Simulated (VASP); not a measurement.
# Li4NbO4 (Cm) in VASP: a series of runs

Li4NbO4 is run at these levels: PBEsol; tasks: single point.

All numbers are computed with VASP 6.6.1; they aren't measurements. Logs are shortened: lines on timing, memory, paths and dates and some standing lists are left out, and cuts for length are marked.

## (1) The cell of the first run

Symmetry: Cm, No. 8, monoclinic system. Conventional cell: a = 10.782 Å, b = 3.260 Å, c = 7.624 Å, α = 90.00°, β = 135.00°, γ = 90.00°. Within 2.4 Å of Li (site symmetry m) lie 3 O at 1.78 to 2.14 Å. Li (site symmetry m) has 4 O at 1.92 to 2.04 Å and 4 Li at 2.51 to 2.53 Å within 2.6 Å. Within 2.6 Å of Li (site symmetry m) lie 4 O at 1.92 to 2.04 Å and 4 Li at 2.51 to 2.56 Å. Within 2.5 Å of Li (site symmetry m) lie 4 O at 1.92 to 2.04 Å. Within 2.6 Å of Nb (site symmetry m) lie 4 O at 1.94 Å. Within 2.5 Å of O (site symmetry m) lie 4 Li at 1.92 to 2.04 Å and 1 Nb at 1.94 Å. O (site symmetry m) has 1 Nb at 1.94 Å and 4 Li at 1.94 to 2.14 Å within 2.6 Å. O (site symmetry m) has 3 Li at 1.92 to 1.94 Å and 1 Nb at 1.94 Å within 2.5 Å.

## (2) Single point, PBEsol (atom 1 (Li) moved by -0.608 Å along [1 0 0] and -0.608 Å along [0 1 0])

INCAR reads:

```
SYSTEM = Li4NbO4
ALGO = Normal ; EDIFF = 1E-6
ENCUT = 520 ; GGA = PS
ISIF = 2 ; ISMEAR = 0
LASPH = .TRUE. ; LCHARG = .TRUE.
LELF = .TRUE. ; LREAL = .FALSE.
LVHAR = .TRUE. ; LWAVE = .FALSE.
NBANDS = 34 ; NELM = 60
PREC = Accurate ; SIGMA = 0.05
```

KPOINTS reads:

```
k-points
0
G
  10 10 10
  0 0 0
```

POSCAR reads:

```
Li4NbO4
1.0
   -3.8119495391      3.8119495391      1.6301049253
    3.8119495391     -3.8119495391      1.6301049253
    3.8119495391      3.8119495391     -1.6301049253
Li Nb O
4 1 4
Direct
    0.4138386208      0.0776443859      0.4914830067
    0.8426719780      0.3341549847      0.1768269627
    0.1573280220      0.6658450153      0.8231730373
    0.6658450153      0.8426719780      0.5085169933
    0.0000000000      0.0000000000      0.0000000000
    0.7589255465      0.0797104317      0.8386359782
    0.9202895683      0.7589255465      0.6792151148
    0.0797104317      0.2410744535      0.3207848852
    0.2410744535      0.9202895683      0.1613640218
```

Potentials or basis: VASP PAW PBE potentials, release 64 (Li_sv, Nb_sv, O).

On the command line:

```
$ cat potpaw_PBE.64/Li_sv/POTCAR potpaw_PBE.64/Nb_sv/POTCAR potpaw_PBE.64/O/POTCAR > POTCAR
$ mpirun -np 1 vasp_std > vasp.out
```

OUTCAR:

```text
SYSTEM = Li4NbO4
   EDIFF = 1E-6
   ENCUT = 520
   GGA = PS
   ISIF = 2
   ISMEAR = 0
   LASPH = .TRUE.
   LREAL = .FALSE.
   NELM = 60
   PREC = Accurate

 ion  position               nearest neighbor table
   1  0.414  0.078  0.491-   9 1.78   7 2.14   7 2.14   2 2.53   2 2.53   3 2.56   3 2.56
   2  0.843  0.334  0.177-   9 1.92   9 1.92   8 1.94   6 2.04   3 2.51   3 2.51   1 2.53   1 2.53
                             5 2.82
   3  0.157  0.666  0.823-   6 1.92   6 1.92   7 1.94   9 2.04   2 2.51   2 2.51   1 2.56   1 2.56
                             5 2.82
   4  0.666  0.843  0.509-   8 1.92   8 1.92   6 1.94   7 2.04   5 2.82
   5  0.000  0.000  0.000-   7 1.94   8 1.94   6 1.94   9 1.94   3 2.82   4 2.82   2 2.82
   6  0.759  0.080  0.839-   3 1.92   3 1.92   5 1.94   4 1.94   2 2.04
   7  0.920  0.759  0.679-   5 1.94   3 1.94   4 2.04   1 2.14   1 2.14
   8  0.080  0.241  0.321-   4 1.92   4 1.92   5 1.94   2 1.94
   9  0.241  0.920  0.161-   1 1.78   2 1.92   2 1.92   5 1.94   3 2.04

  LATTYP: Found a body centered tetragonal cell.
 ALAT       =     7.6238990782
 C/A-ratio  =     0.4276302476

  Lattice vectors:

 A1 = (  -3.8119495391,   3.8119495391,   1.6301049253)
 A2 = (   3.8119495391,  -3.8119495391,   1.6301049253)
 A3 = (   3.8119495391,   3.8119495391,  -1.6301049253)

Analysis of symmetry for initial positions (statically):
=====================================================================
 Subroutine PRICEL returns:
 Original cell was already a primitive cell.

 Routine SETGRP: Setting up the symmetry group for a
 body centered tetragonal supercell.

 Subroutine GETGRP returns: Found  2 space group operations
 (whereof  2 operations were pure point group operations)
 out of a pool of 16 trial point group operations.

The static configuration has the point symmetry C_1h.

Analysis of symmetry for dynamics (positions and initial velocities):
=====================================================================
 Subroutine PRICEL returns:
 Original cell was already a primitive cell.

 Routine SETGRP: Setting up the symmetry group for a
 body centered tetragonal supercell.

 Subroutine GETGRP returns: Found  2 space group operations
 (whereof  2 operations were pure point group operations)
 out of a pool of 16 trial point group operations.

The dynamic configuration has the point symmetry C_1h.

 Subroutine INISYM returns: Found  2 space group operations
 (whereof  2 operations are pure point group operations),
 and found     1 'primitive' translations

----------------------------------------------------------------------------------------

                                     Primitive cell

  volume of cell :      94.7480

  direct lattice vectors                    reciprocal lattice vectors
    -3.811949539  3.811949539  1.630104925     0.000000000  0.131166479  0.306728722
     3.811949539 -3.811949539  1.630104925     0.131166479  0.000000000  0.306728722
     3.811949539  3.811949539 -1.630104925     0.131166479  0.131166479  0.000000000

  length of vectors
     5.631976620  5.631976620  5.631976620     0.333597293  0.333597293  0.185497414

  position of ions in fractional coordinates (direct lattice)
     0.413838621  0.077644386  0.491483007
     0.842671978  0.334154985  0.176826963
     0.157328022  0.665845015  0.823173037
     0.665845015  0.842671978  0.508516993
     0.000000000  0.000000000  0.000000000
     0.758925547  0.079710432  0.838635978
     0.920289568  0.758925547  0.679215115
     0.079710432  0.241074453  0.320784885
     0.241074453  0.920289568  0.161364022

  ion indices of the primitive-cell ions
   primitive index   ion index
                 1           1
                 2           2
                 3           3
                 4           4
                 5           5
                 6           6
                 7           7
                 8           8
                 9           9

----------------------------------------------------------------------------------------

 KPOINTS: k-points

Automatic generation of k-mesh.
 Grid dimensions read from file:
 generate k-points for:   10   10   10

 Generating k-lattice:

  Cartesian coordinates                     Fractional coordinates (reciprocal lattice)
     0.000000000  0.013116648  0.030672872     0.100000000  0.000000000  0.000000000
     0.013116648  0.000000000  0.030672872     0.000000000  0.100000000  0.000000000
     0.013116648  0.013116648  0.000000000     0.000000000  0.000000000  0.100000000

  Length of vectors
     0.033359729  0.033359729  0.018549741

  Shift w.r.t. Gamma in fractional coordinates (k-lattice)
     0.000000000  0.000000000  0.000000000

 Subroutine IBZKPT returns following result:
 ===========================================

 Found    282 irreducible k-points:

 Following reciprocal coordinates:
            Coordinates               Weight
  0.000000  0.000000  0.000000      1.000000
  0.100000  0.000000 -0.000000      4.000000
  0.100000  0.000000 -0.100000      4.000000
  0.200000  0.000000 -0.000000      4.000000
  0.200000  0.000000 -0.200000      4.000000
  0.300000 -0.000000  0.000000      4.000000
[... 16 lines left out ...]
  0.500000  0.000000 -0.400000      4.000000
 -0.100000 -0.400000  0.000000      4.000000
 [... further k-points ...]
   k-points           NKPTS =    282   k-points in BZ     NKDIM =    282   number of bands    NBANDS=     34
   number of dos      NEDOS =    301   number of ions     NIONS =      9
   total plane-waves  NPLWV =  74088
   dimension x,y,z NGX =    42 NGY =   42 NGZ =   42
   dimension x,y,z NGXF=    84 NGYF=   84 NGZF=   84
   ions per type =               4   1   4
   NGX,Y,Z   is equivalent  to a cutoff of  12.40, 12.40, 12.40 a.u.
   NGXF,Y,Z  is equivalent  to a cutoff of  24.80, 24.80, 24.80 a.u.
 SYSTEM =  Li4NbO4
   PREC   = accura    normal or accurate (medium, high low for compatibility)
   ISTART =      0    job   : 0-new  1-cont  2-samecut
   ICHARG =      2    charge: 1-file 2-atom 10-const
   ISPIN  =      1    spin polarized calculation?
   LNONCOLLINEAR =      F non collinear calculations
   LSORBIT =      F    spin-orbit coupling
   LASPH  =      T    aspherical Exc in radial PAW
   ENCUT  =  520.0 eV  38.22 Ry    6.18 a.u.  10.47 10.47 10.47*2*pi/ulx,y,z
   NELM   =     60;   NELMIN=  2; NELMDL= -5     # of ELM steps
   EDIFF  = 0.1E-05   stopping-criterion for ELM
   LREAL  =      F    real-space projection
   EDIFFG = 0.1E-04   stopping-criterion for IOM
   NSW    =      0    number of steps for IOM
   IBRION =     -1    ionic relax: 0-MD 1-quasi-New 2-CG
   NFREE  =      0    steps in history (QN), initial steepest desc. (CG)
   ISIF   =      2    stress and relaxation
   ISYM   =      2    0-nonsym 1-usesym 2-fastsym
   POTIM  = 0.5000    time-step for ionic-motion
   TEBEG  =    0.0;   TEEND  =   0.0 temperature during run
   PSTRESS=    0.0 pullay stress
   NELECT =      49.0000    total number of electrons
   NUPDOWN=      -1.0000    fix difference up-down
   EMIN   =  10.00;   EMAX   =-10.00  energy-range for DOS
   EFERMI =   0.00;   METHOD = LEGACY
   ISMEAR =     0;   SIGMA  =   0.05  broadening in eV -4-tet -1-fermi 0-gaus
   EFERMI_NEDOS =   21; number of points for ismear=-14 and -15
   IALGO  =     38    algorithm
   IMIX   =      4    mixing-type and parameters
     AMIX     =   0.40;   BMIX     =  1.00
     AMIX_MAG =   1.60;   BMIX_MAG =  1.00
  volume/ion in A,a.u.               =      10.53        71.04
  Fermi-wavevector in a.u.,A,eV,Ry     =   1.314065  2.483223 23.494096  1.726767
  Thomas-Fermi vector in A             =   2.444344
   LORBIT       =      0    0 simple, 1 ext, 2 COOP (PROOUT), +10 PAW based schemes
   GGA     = PS    functional components
   LHFCALC =     F    Hartree Fock is set to
   AEXX    =    0.0000 exact exchange contribution
   IVDW    =     0    specifies the selected vdW correction
   LEPSILON=     F    determine dielectric tensor
   LRPA    =     F    only Hartree local field effects (RPA)
 non-spin polarized calculation
 Gauss-broadening in eV      SIGMA  =   0.05
  energy-cutoff  :      520.00
  volume of cell :       94.75
 maximum number of plane-waves:      2570
 NGX is ok and might be reduce to    42
   NGX = 21   NGY = 21   NGZ = 21

 number of electron      49.0000001 magnetization

 Free energy of the ion-electron system (eV)
  ---------------------------------------------------
  ext. energy  EPLUGINS =         0.00000000
  ---------------------------------------------------
  free energy    TOTEN  =       -58.47208862 eV

  energy without entropy =      -58.47208862  energy(sigma->0) =      -58.47208862

 E-fermi :   3.6079     XC(G=0): -10.0568

 val. band max:        3.3077094589   @ k =  -0.1000  -0.1000   0.1000
 cond. band min:       4.5775393863   @ k =  -0.3000  -0.4000   0.3000
 fundamental gap:      1.2698299274
 Fermi energy:         3.6078891664

 k-point     1 :       0.0000    0.0000    0.0000
  band No.  band energies     occupation
      1     -51.7878      2.00000
      2     -40.7700      2.00000
      3     -40.0117      2.00000
      4     -39.9494      2.00000
      5     -39.5487      2.00000
      6     -28.1521      2.00000
[... 26 lines left out ...]
     33      11.6922      0.00000
     34      13.7382      0.00000

 k-point     2 :       0.1000    0.0000   -0.0000
  band No.  band energies     occupation
      1     -51.7859      2.00000
      2     -40.7695      2.00000
      3     -40.0100      2.00000
      4     -39.9502      2.00000
      5     -39.5482      2.00000
      6     -28.1495      2.00000
[... 26 lines left out ...]
     33      11.5257      0.00000
     34      13.3206      0.00000
[... 775 lines left out ...]
     33      11.8428      0.00000
     34      12.8637      0.00000

 k-point    24 :      -0.1000   -0.4000    0.0000
  band No.  band energies     occupation
      1     -51.7675      2.00000
      2     -40.7643      2.00000
      3     -39.9860      2.00000
      4     -39.9645      2.00000
      5     -39.5431      2.00000
      6     -28.1249      2.00000
[... 26 lines left out ...]
     33      11.8490      0.00000
     34      12.7894      0.00000

 [... further k-points ...]

------------------------ aborting loop because EDIFF is reached ----------------------------------------

  FORCE on cell =-STRESS in cart. coord.  units (eV):
  Direction    XX          YY          ZZ          XY          YZ          ZX
  --------------------------------------------------------------------------------------
  -------------------------------------------------------------------------------------
  Total       -1.7612753      0.3427236     -0.1550387      0.3863221      0.0000000      0.0000000
  in kB      -29.7829689      5.7954178     -2.6216870      6.5326642      0.0000000      0.0000000
  external PRESSURE =      -8.8697460 kB  Pullay stress =       0.0000000 kB

 VOLUME and BASIS-vectors are now :
 -----------------------------------------------------------------------------
  energy-cutoff  :      520.00
  volume of cell :       94.75
      direct lattice vectors                 reciprocal lattice vectors
    -3.811949539  3.811949539  1.630104925     0.000000000  0.131166479  0.306728722
     3.811949539 -3.811949539  1.630104925     0.131166479  0.000000000  0.306728722
     3.811949539  3.811949539 -1.630104925     0.131166479  0.131166479  0.000000000

 POSITION                                       TOTAL-FORCE (eV/Angst)
 -----------------------------------------------------------------------------------
      0.59195      3.15506      0.00000         1.808364     -0.356399      0.000000
     -1.26439      2.61250      1.63010        -0.505201     -0.267826     -0.000000
      5.07634      1.19945      0.00000         0.322564      0.414126     -0.000000
      2.61250      1.26439      1.63010        -0.829959      0.716160     -0.000000
      0.00000      0.00000      0.00000         0.156439      0.345587     -0.000000
      0.60770      5.78597      0.00000         0.050390     -0.810142     -0.000000
      1.97402      3.20425      1.63010        -0.524492      0.619746      0.000000
      1.83793      0.60770      0.00000         0.203146     -0.848428     -0.000000
      3.20425     -1.97402      1.63010        -0.681251      0.187175     -0.000000
 -----------------------------------------------------------------------------------
    total drift:                               -0.001441     -0.002343      0.000003

  FREE ENERGIE OF THE ION-ELECTRON SYSTEM (eV)
  ---------------------------------------------------
  free  energy   TOTEN  =       -58.4720886243 eV

  energy  without entropy=      -58.4720886243  energy(sigma->0) =      -58.47208862
```

Run time: 31 min. Hardware: 1 thread of Oxide Virtual Turin-like, shared host; peak memory 0.77 GiB.

What came out:

```yaml
Free_energy: -58.4721 eV
Largest_force: 1.843 eV/Å
Band_gap_on_the_k_mesh: zero (an odd number of electrons rules out a gap without spin polarisation)
```

Forces on the atoms (eV/Å):
```
Li   1.808 -0.356  0.000
Li  -0.505 -0.268  0.000
Li   0.323  0.414  0.000
Li  -0.830  0.716  0.000
Nb   0.156  0.346  0.000
O    0.050 -0.810  0.000
O   -0.524  0.620  0.000
O    0.203 -0.848  0.000
O   -0.681  0.187  0.000
```

Caveat: the cell differs from its parent crystal (atom 1 (Li) moved by -0.608 Å along [1 0 0] and -0.608 Å along [0 1 0]); the cutoff is under 1.25 times the usual one of these potentials, so pressure, stress and relaxed cells hold a basis-set (Pulay) error; the PAW data sets were made with another functional, which shifts forces and pressure a little; an odd number of electrons without spin polarisation forces a metal; a magnetic or distorted state may lie lower.

(Continued in part 2 of 2.)

The gap in the log of VASP goes by the Fermi energy; the results here count the filled bands.